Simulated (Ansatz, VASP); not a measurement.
**CdS: VASP beside Ansatz**

The input POSCAR:

```
CdS
1.0
    0.0000000000      3.0264000000      2.7936000000
    3.0264000000      0.0000000000      2.7936000000
    3.0264000000      3.0264000000      0.0000000000
Cd S
1 1
Direct
    0.0000000000      0.0000000000      0.0000000000
    0.7500000000      0.7500000000      0.7500000000
```

INCAR.step1

```
PREC = Accurate
ENCUT = 520
ISMEAR = 0
SIGMA = 0.05
LREAL = False
LASPH = True
NELM = 100
NBANDS = 16
GGA = PE
ALGO = Normal
EDIFF = 1E-4
LWAVE = True
LCHARG = False
```

File INCAR.step2:

```
PREC = Accurate
ENCUT = 520
EDIFF = 1E-6
ISMEAR = 0
SIGMA = 0.05
LREAL = False
LASPH = True
NELM = 100
ALGO = Normal
ISIF = 2
LWAVE = False
LCHARG = False
METAGGA = R2SCAN
LMIXTAU = True
NBANDS = 16
ISTART = 1
```

Contents of KPOINTS:

```
Automatic mesh
0
Gamma
  8 8 8
```

Input for Ansatz:

```yaml
crystal:
  lattice:
    - [0.0, 3.0264, 2.7936]
    - [3.0264, 0.0, 2.7936]
    - [3.0264, 3.0264, 0.0]
  atoms:
    - { symbol: Cd, position: [0.0, 0.0, 0.0] }
    - { symbol: S, position: [0.75, 0.75, 0.75] }
basis:
  ecutwfc: 500
kpoints:
  mp_grid: { grid: [8, 8, 8] }
hamiltonian:
  xc: r2scan
scf:
  occupations: { method: gaussian, width: 0.05 }
output:
  forces: true
  stress: true
  eigenvalues: true
  write_density: true
  write_potential: true
  elf: true
  volumetric_format: npy
```

Change from the starting cell: strain +0.040 along x and y, -0.040 along z, atoms carried along.

Alike in both runs: task single point; functional r2SCAN; k mesh 8 × 8 × 8; occupations gaussian, width 0.05 eV; no spin polarisation.

|  | VASP | Ansatz |
| --- | --- | --- |
| version | VASP 6.6.1 | Ansatz 0.2.0 |
| potentials or method | VASP PAW PBE potentials, release 64 (Cd, S), cutoff 520 eV | scalar-relativistic, plane waves, PAW |
| valence electrons in the cell | 18 | 26 |

VASP gave:

```
gap on the k mesh at the Fermi level (eV)                     : 1.38
least direct gap on the mesh (eV)                             : 1.38
pressure (GPa)                                                : -0.4
traceless stress, the component that is largest in VASP (GPa) : 0.82
```

Question: Which values does Ansatz return?

Answer: gap on the k mesh at the Fermi level (eV): 1.38; least direct gap on the mesh (eV): 1.38; pressure (GPa): -0.7; traceless stress, the component that is largest in VASP (GPa): 0.84.

VASP's potentials were made for PBE, not for r2SCAN. VASP's potentials hold 18 valence electrons a cell and Ansatz's 26, so a difference there can come from the potentials and not from the codes.
